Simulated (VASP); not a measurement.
# SnO (Pm-3m) in VASP: a series of runs

The runs below take SnO through single point, with PBE.

All numbers are computed with VASP 6.6.1; they aren't measurements. Logs are shortened: lines on timing, memory, paths and dates and some standing lists are left out, and cuts for length are marked.

## 1. The cell of the first run

The structure is cubic, space group Pm-3m (No. 221). Conventional cell: a = 3.301 Å, b = 3.301 Å, c = 3.301 Å, α = 90.00°, β = 90.00°, γ = 90.00°. Within 3.8 Å of Sn (site symmetry m-3m) lie 8 O at 2.86 Å and 6 Sn at 3.30 Å. Within 3.8 Å of O (site symmetry m-3m) lie 8 Sn at 2.86 Å and 6 O at 3.30 Å.

## 2. Single point, PBE (Te replaced by O, lengths x 0.844, strained)

Input file INCAR:

```
SYSTEM = SnO
  PREC = Accurate
  ENCUT = 520
  EDIFF = 1E-6
  ISMEAR = 0
  SIGMA = 0.1
  LREAL = .False.
  LASPH = .True.
  NELM = 80
  ALGO = Normal
  ISIF = 2
  LWAVE = .False.
  LCHARG = .False.
  GGA = PE
  NBANDS = 17
```

Input file KPOINTS:

```
Automatic mesh
0
Gamma
  6 6 6
  0 0 0
```

Input file POSCAR:

```
SnO
1.0
    3.3011080063      0.0000000000      0.0000000000
    0.0000000000      3.3011080063      0.0000000000
    0.0000000000      0.0000000000      3.3011080063
Sn O
1 1
Direct
    0.0000000000      0.0000000000      0.0000000000
    0.5000000000      0.5000000000      0.5000000000
```

Potentials or basis: VASP PAW PBE potentials, release 64 (Sn_d, O).

On the command line:

```bash
cat potpaw_PBE.64/Sn_d/POTCAR potpaw_PBE.64/O/POTCAR > POTCAR
mpirun -np 1 vasp_std > vasp.out
```

OUTCAR:

```text
SYSTEM = SnO
   PREC = Accurate
   ENCUT = 520
   EDIFF = 1E-6
   ISMEAR = 0
   LREAL = .False.
   LASPH = .True.
   NELM = 80
   ISIF = 2
   GGA = PE

 ion  position               nearest neighbor table
   1  0.000  0.000  0.000-   2 2.86   2 2.86   2 2.86   2 2.86   2 2.86   2 2.86   2 2.86   2 2.86

   2  0.500  0.500  0.500-   1 2.86   1 2.86   1 2.86   1 2.86   1 2.86   1 2.86   1 2.86   1 2.86

  LATTYP: Found a simple cubic cell.
 ALAT       =     3.3011080063

  Lattice vectors:

 A1 = (   3.3011080063,   0.0000000000,   0.0000000000)
 A2 = (   0.0000000000,   3.3011080063,   0.0000000000)
 A3 = (   0.0000000000,   0.0000000000,   3.3011080063)

Analysis of symmetry for initial positions (statically):
=====================================================================
 Subroutine PRICEL returns:
 Original cell was already a primitive cell.

 Routine SETGRP: Setting up the symmetry group for a
 simple cubic supercell.

 Subroutine GETGRP returns: Found 48 space group operations
 (whereof 48 operations were pure point group operations)
 out of a pool of 48 trial point group operations.

The static configuration has the point symmetry O_h .

Analysis of symmetry for dynamics (positions and initial velocities):
=====================================================================
 Subroutine PRICEL returns:
 Original cell was already a primitive cell.

 Routine SETGRP: Setting up the symmetry group for a
 simple cubic supercell.

 Subroutine GETGRP returns: Found 48 space group operations
 (whereof 48 operations were pure point group operations)
 out of a pool of 48 trial point group operations.

The dynamic configuration has the point symmetry O_h .

 Subroutine INISYM returns: Found 48 space group operations
 (whereof 48 operations are pure point group operations),
 and found     1 'primitive' translations

----------------------------------------------------------------------------------------

                                     Primitive cell

  volume of cell :      35.9732

  direct lattice vectors                    reciprocal lattice vectors
     3.301108006  0.000000000  0.000000000     0.302928592  0.000000000  0.000000000
     0.000000000  3.301108006  0.000000000     0.000000000  0.302928592  0.000000000
     0.000000000  0.000000000  3.301108006     0.000000000  0.000000000  0.302928592

  length of vectors
     3.301108006  3.301108006  3.301108006     0.302928592  0.302928592  0.302928592

  position of ions in fractional coordinates (direct lattice)
     0.000000000  0.000000000  0.000000000
     0.500000000  0.500000000  0.500000000

  ion indices of the primitive-cell ions
   primitive index   ion index
                 1           1
                 2           2

----------------------------------------------------------------------------------------

 KPOINTS: Automatic mesh

Automatic generation of k-mesh.
 Grid dimensions read from file:
 generate k-points for:    6    6    6

 Generating k-lattice:

  Cartesian coordinates                     Fractional coordinates (reciprocal lattice)
     0.050488099  0.000000000  0.000000000     0.166666667  0.000000000  0.000000000
     0.000000000  0.050488099  0.000000000     0.000000000  0.166666667  0.000000000
     0.000000000  0.000000000  0.050488099     0.000000000  0.000000000  0.166666667

  Length of vectors
     0.050488099  0.050488099  0.050488099

  Shift w.r.t. Gamma in fractional coordinates (k-lattice)
     0.000000000  0.000000000  0.000000000

 Subroutine IBZKPT returns following result:
 ===========================================

 Found     20 irreducible k-points:

 Following reciprocal coordinates:
            Coordinates               Weight
  0.000000  0.000000  0.000000      1.000000
  0.166667  0.000000  0.000000      6.000000
  0.333333  0.000000  0.000000      6.000000
  0.500000  0.000000  0.000000      3.000000
  0.166667  0.166667  0.000000     12.000000
  0.333333  0.166667  0.000000     24.000000
[... 12 lines left out ...]
  0.500000  0.500000  0.333333      6.000000
  0.500000  0.500000  0.500000      1.000000
   k-points           NKPTS =     20   k-points in BZ     NKDIM =     20   number of bands    NBANDS=     17
   number of dos      NEDOS =    301   number of ions     NIONS =      2
   total plane-waves  NPLWV =  21952
   dimension x,y,z NGX =    28 NGY =   28 NGZ =   28
   dimension x,y,z NGXF=    56 NGYF=   56 NGZF=   56
   ions per type =               1   1
   NGX,Y,Z   is equivalent  to a cutoff of  14.10, 14.10, 14.10 a.u.
   NGXF,Y,Z  is equivalent  to a cutoff of  28.20, 28.20, 28.20 a.u.
 SYSTEM =  SnO
   PREC   = accura    normal or accurate (medium, high low for compatibility)
   ISTART =      0    job   : 0-new  1-cont  2-samecut
   ICHARG =      2    charge: 1-file 2-atom 10-const
   ISPIN  =      1    spin polarized calculation?
   LNONCOLLINEAR =      F non collinear calculations
   LSORBIT =      F    spin-orbit coupling
   LASPH  =      T    aspherical Exc in radial PAW
   ENCUT  =  520.0 eV  38.22 Ry    6.18 a.u.   6.14  6.14  6.14*2*pi/ulx,y,z
   NELM   =     80;   NELMIN=  2; NELMDL= -5     # of ELM steps
   EDIFF  = 0.1E-05   stopping-criterion for ELM
   LREAL  =      F    real-space projection
   EDIFFG = 0.1E-04   stopping-criterion for IOM
   NSW    =      0    number of steps for IOM
   IBRION =     -1    ionic relax: 0-MD 1-quasi-New 2-CG
   NFREE  =      0    steps in history (QN), initial steepest desc. (CG)
   ISIF   =      2    stress and relaxation
   ISYM   =      2    0-nonsym 1-usesym 2-fastsym
   POTIM  = 0.5000    time-step for ionic-motion
   TEBEG  =    0.0;   TEEND  =   0.0 temperature during run
   PSTRESS=    0.0 pullay stress
   NELECT =      20.0000    total number of electrons
   NUPDOWN=      -1.0000    fix difference up-down
   EMIN   =  10.00;   EMAX   =-10.00  energy-range for DOS
   EFERMI =   0.00;   METHOD = LEGACY
   ISMEAR =     0;   SIGMA  =   0.10  broadening in eV -4-tet -1-fermi 0-gaus
   EFERMI_NEDOS =   21; number of points for ismear=-14 and -15
   IALGO  =     38    algorithm
   IMIX   =      4    mixing-type and parameters
     AMIX     =   0.40;   BMIX     =  1.00
     AMIX_MAG =   1.60;   BMIX_MAG =  1.00
  volume/ion in A,a.u.               =      17.99       121.38
  Fermi-wavevector in a.u.,A,eV,Ry     =   1.346145  2.543845 24.655195  1.812106
  Thomas-Fermi vector in A             =   2.474000
   LORBIT       =      0    0 simple, 1 ext, 2 COOP (PROOUT), +10 PAW based schemes
   GGA     = PE    functional components
   LHFCALC =     F    Hartree Fock is set to
   AEXX    =    0.0000 exact exchange contribution
   IVDW    =     0    specifies the selected vdW correction
   LEPSILON=     F    determine dielectric tensor
   LRPA    =     F    only Hartree local field effects (RPA)
 non-spin polarized calculation
 Gauss-broadening in eV      SIGMA  =   0.10
  energy-cutoff  :      520.00
  volume of cell :       35.97
 maximum number of plane-waves:       992
 NGX is ok and might be reduce to    28
   NGX = 13   NGY = 13   NGZ = 13

 number of electron      20.0000012 magnetization

 Free energy of the ion-electron system (eV)
  ---------------------------------------------------
  ext. energy  EPLUGINS =         0.00000000
  ---------------------------------------------------
  free energy    TOTEN  =        -9.64030650 eV

  energy without entropy =       -9.64030588  energy(sigma->0) =       -9.64030619

 E-fermi :   5.8960     XC(G=0): -10.4647

 val. band max:        5.5759887889   @ k =   0.5000   0.1667   0.0000
 cond. band min:       6.1772690275   @ k =   0.5000   0.0000   0.0000
 fundamental gap:      0.6012802386
 Fermi energy:         5.8959931561

 k-point     1 :       0.0000    0.0000    0.0000
  band No.  band energies     occupation
      1     -15.6252      2.00000
      2     -15.6252      2.00000
      3     -15.4062      2.00000
      4     -15.4062      2.00000
      5     -15.4062      2.00000
      6     -10.8436      2.00000
[... 9 lines left out ...]
     16      21.8182      0.00000
     17      24.7485      0.00000

 k-point     2 :       0.1667    0.0000    0.0000
  band No.  band energies     occupation
      1     -15.6233      2.00000
      2     -15.5860      2.00000
      3     -15.4187      2.00000
      4     -15.4187      2.00000
      5     -15.4053      2.00000
      6     -10.7438      2.00000
[... 9 lines left out ...]
     16      22.0439      0.00000
     17      23.1035      0.00000

 k-point     3 :       0.3333    0.0000    0.0000
  band No.  band energies     occupation
      1     -15.6193      2.00000
      2     -15.5074      2.00000
      3     -15.4435      2.00000
      4     -15.4435      2.00000
      5     -15.4032      2.00000
      6     -10.5308      2.00000
[... 9 lines left out ...]
     16      19.1160      0.00000
     17      22.1312      0.00000

 k-point     4 :       0.5000    0.0000    0.0000
  band No.  band energies     occupation
      1     -15.6174      2.00000
      2     -15.4679      2.00000
      3     -15.4558      2.00000
      4     -15.4558      2.00000
      5     -15.4022      2.00000
      6     -10.4168      2.00000
[... 9 lines left out ...]
     16      20.9285      0.00000
     17      21.8960      0.00000

 k-point     5 :       0.1667    0.1667    0.0000
  band No.  band energies     occupation
      1     -15.6030      2.00000
      2     -15.5646      2.00000
      3     -15.4338      2.00000
      4     -15.4181      2.00000
      5     -15.4169      2.00000
      6     -10.6479      2.00000
[... 9 lines left out ...]
     16      20.1440      0.00000
     17      22.3730      0.00000

 k-point     6 :       0.3333    0.1667    0.0000
  band No.  band energies     occupation
      1     -15.5928      2.00000
      2     -15.4914      2.00000
      3     -15.4637      2.00000
      4     -15.4419      2.00000
      5     -15.4150      2.00000
      6     -10.4454      2.00000
[... 9 lines left out ...]
     16      20.6929      0.00000
     17      21.5646      0.00000

 k-point     7 :       0.5000    0.1667    0.0000
  band No.  band energies     occupation
      1     -15.5902      2.00000
      2     -15.4785      2.00000
      3     -15.4540      2.00000
      4     -15.4522      2.00000
      5     -15.4138      2.00000
      6     -10.3382      2.00000
[... 9 lines left out ...]
     16      20.4626      0.00000
     17      21.3425      0.00000

 k-point     8 :       0.3333    0.3333    0.0000
  band No.  band energies     occupation
      1     -15.5607      2.00000
      2     -15.5033      2.00000
      3     -15.4393      2.00000
      4     -15.4383      2.00000
      5     -15.4381      2.00000
      6     -10.2684      2.00000
[... 9 lines left out ...]
     16      20.6367      0.00000
     17      22.0528      0.00000
[... 123 lines left out ...]
      1     -15.5167      2.00000
      2     -15.5109      2.00000
      3     -15.4674      2.00000
      4     -15.4520      2.00000
      5     -15.4021      2.00000
      6     -10.1378      2.00000
[... 9 lines left out ...]
     16      19.2783      0.00000
     17      22.0693      0.00000

 k-point    16 :       0.5000    0.5000    0.1667
  band No.  band energies     occupation
      1     -15.5363      2.00000
      2     -15.4980      2.00000
      3     -15.4645      2.00000
      4     -15.4645      2.00000
      5     -15.3717      2.00000
      6     -10.0688      2.00000
[... 9 lines left out ...]
     16      18.5300      0.00000
     17      23.1549      0.00000

 k-point    17 :       0.3333    0.3333    0.3333
  band No.  band energies     occupation
      1     -15.4950      2.00000
      2     -15.4829      2.00000
      3     -15.4829      2.00000
      4     -15.4348      2.00000
      5     -15.4348      2.00000
      6     -10.1128      2.00000
[... 9 lines left out ...]
     16      17.4978      0.00000
     17      25.3233      0.00000

 k-point    18 :       0.5000    0.3333    0.3333
  band No.  band energies     occupation
      1     -15.5079      2.00000
      2     -15.4976      2.00000
      3     -15.4815      2.00000
      4     -15.4337      2.00000
      5     -15.3926      2.00000
      6     -10.0592      2.00000
[... 9 lines left out ...]
     16      17.8975      0.00000
     17      25.4801      0.00000

 k-point    19 :       0.5000    0.5000    0.3333
  band No.  band energies     occupation
      1     -15.5199      2.00000
      2     -15.4961      2.00000
      3     -15.4961      2.00000
      4     -15.4125      2.00000
      5     -15.3702      2.00000
      6     -10.0189      2.00000
[... 9 lines left out ...]
     16      17.5144      0.00000
     17      24.8736      0.00000

 k-point    20 :       0.5000    0.5000    0.5000
  band No.  band energies     occupation
      1     -15.5117      2.00000
      2     -15.5117      2.00000
      3     -15.5117      2.00000
      4     -15.3694      2.00000
      5     -15.3694      2.00000
      6      -9.9932      2.00000
[... 9 lines left out ...]
     16      17.2473      0.00000
     17      24.0175      0.00000

------------------------ aborting loop because EDIFF is reached ----------------------------------------

  FORCE on cell =-STRESS in cart. coord.  units (eV):
  Direction    XX          YY          ZZ          XY          YZ          ZX
  --------------------------------------------------------------------------------------
  -------------------------------------------------------------------------------------
  Total       -2.4610014     -2.4610014     -2.4610014      0.0000000      0.0000000     -0.0000000
  in kB     -109.6082473   -109.6082473   -109.6082473      0.0000000      0.0000000     -0.0000000
  external PRESSURE =    -109.6082473 kB  Pullay stress =       0.0000000 kB

 VOLUME and BASIS-vectors are now :
 -----------------------------------------------------------------------------
  energy-cutoff  :      520.00
  volume of cell :       35.97
      direct lattice vectors                 reciprocal lattice vectors
     3.301108006  0.000000000  0.000000000     0.302928592  0.000000000  0.000000000
     0.000000000  3.301108006  0.000000000     0.000000000  0.302928592  0.000000000
     0.000000000  0.000000000  3.301108006     0.000000000  0.000000000  0.302928592

 POSITION                                       TOTAL-FORCE (eV/Angst)
 -----------------------------------------------------------------------------------
      0.00000      0.00000      0.00000         0.000000      0.000000      0.000000
      1.65055      1.65055      1.65055         0.000000      0.000000      0.000000
 -----------------------------------------------------------------------------------
    total drift:                               -0.000000      0.000000      0.000000

  FREE ENERGIE OF THE ION-ELECTRON SYSTEM (eV)
  ---------------------------------------------------
  free  energy   TOTEN  =        -9.6403064983 eV

  energy  without entropy=       -9.6403058833  energy(sigma->0) =       -9.64030619
```

Run time: 6.1 s. Hardware: 1 thread of Intel Xeon 6975P-C (Granite Rapids), shared host; peak memory 0.15 GiB.

Results:

```yaml
Free_energy: -9.6403 eV
Pressure: -11.0 GPa
Band_gap_on_the_k_mesh: 0.60 eV, indirect (least direct gap 1.03 eV)
```

Levels at points of the mesh, in eV from the valence-band top:
```csv
k point,band 6,band 7,band 8,band 9,band 10,band 11,band 12,band 13,band 14,band 15
"(0.00, 0.00, 0.00)",-16.42,-6.95,-1.38,-1.38,-1.38,7.22,7.22,7.22,8.25,8.25
"(0.50, 0.00, 0.00)",-15.99,-7.47,-0.79,-0.79,-0.52,0.60,6.69,6.69,10.79,11.57
"(0.50, 0.50, 0.00)",-15.67,-4.47,-3.85,-3.85,-0.65,3.45,3.45,8.49,8.65,14.37
"(0.50, 0.50, 0.50)",-15.57,-2.03,-2.03,-2.03,-1.98,0.68,0.68,0.68,11.67,11.67
```

Caveat: the cell differs from its parent crystal (Te replaced by O, lengths x 0.844, strained); spin-orbit coupling is left out, which moves the levels of the heavy elements. A k mesh can miss the band edges.

(Continued in part 2 of 2.)
